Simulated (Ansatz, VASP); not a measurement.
Given: the input of a run of VASP 6.6.1 on TiO2.

INCAR

```
  AGGAC = 1.0
  AGGAX = 1.0
  ALDAC = 0.0
  ALDAX = 1.0
  ALGO = Normal
  EDIFF = 1E-7
  ENCUT = 520
  GGA = B5
  ISIF = 2
  ISMEAR = -1
  IVDW = 12
  LASPH = True
  LCHARG = False
  LREAL = False
  LWAVE = False
  NBANDS = 33
  NELM = 100
  PREC = Accurate
  SIGMA = 0.05
  VDW_A1 = 0.4298
  VDW_A2 = 4.2359
  VDW_S6 = 1.0
  VDW_S8 = 2.6996
```

The input KPOINTS:

```
k-points
0
Gamma
  6 6 9
```

File POSCAR:

```
TiO2
1.0
    4.5376697393      0.0000000000      0.0000000000
    0.0000000000      4.5376697393      0.0000000000
    0.0000000000      0.0000000000      2.9192192849
Ti O
2 4
Direct
    0.0000000000      0.0000000000      0.5000000000
    0.5000000000      0.5000000000      0.0000000000
    0.3043213200      0.3043213200      0.5000000000
    0.1956786800      0.8043213200      0.0000000000
    0.8043213200      0.1956786800      0.0000000000
    0.6956786800      0.6956786800      0.5000000000
```

Potentials or basis: VASP PAW PBE potentials, release 64 (Ti_sv, O).

Command:

```console
$ cat potpaw_PBE.64/Ti_sv/POTCAR potpaw_PBE.64/O/POTCAR > POTCAR
$ mpirun -np 1 vasp_std > vasp.out
```

Question: Translate it to Ansatz 0.2.0. Potentials there: Ansatz PAW.

Answer: As run (the cutoff follows the program's own potentials):

File input.yaml:

```yaml
crystal:
  lattice:
    - [4.5376697393, 0.0, 0.0]
    - [0.0, 4.5376697393, 0.0]
    - [0.0, 0.0, 2.9192192849]
  atoms:
    - { symbol: Ti, position: [0.0, 0.0, 0.5] }
    - { symbol: Ti, position: [0.5, 0.5, 0.0] }
    - { symbol: O, position: [0.30432132, 0.30432132, 0.5] }
    - { symbol: O, position: [0.19567868, 0.80432132, 0.0] }
    - { symbol: O, position: [0.80432132, 0.19567868, 0.0] }
    - { symbol: O, position: [0.69567868, 0.69567868, 0.5] }
hamiltonian:
  xc: blyp
  pseudopotentials: { kind: paw }
  dispersion: d3bj
kpoints:
  mp_grid: { grid: [6, 6, 9] }
scf:
  occupations: { method: fermi_dirac, width: 0.05 }
output:
  forces: true
  stress: true
  eigenvalues: true
```

Potentials or basis: Ansatz PAW.

Command:

```bash
$ ansatz run input.yaml --threads 2 --pin off --max-ram 5120MiB --backend cpu --events-out ev --progress --plain --runs-dir out
```

Both were run:

|  | VASP | Ansatz | Ansatz less VASP |
| --- | --- | --- | --- |
| gap on the k mesh at the Fermi level (eV) | 1.93 | 1.97 | +0.033 |
| least direct gap on the mesh (eV) | 1.93 | 1.97 | +0.033 |
| pressure (GPa) | 13.1 | 11.9 | -1.23 |
| traceless stress, the component that is largest in VASP (GPa) | 2.36 | 2.01 | -0.350 |
| rms of the force components (eV/Å) | 0.152 | 0.133 | -0.0184 |

VASP's potentials were made for PBE, not for BLYP. Atom by atom the forces differ by 0.018 eV/Å (rms over components).

Noted on Ansatz's run: odd divisions of the mesh miss points on the zone boundary, where band edges often lie, so the gap on the mesh can be too wide.
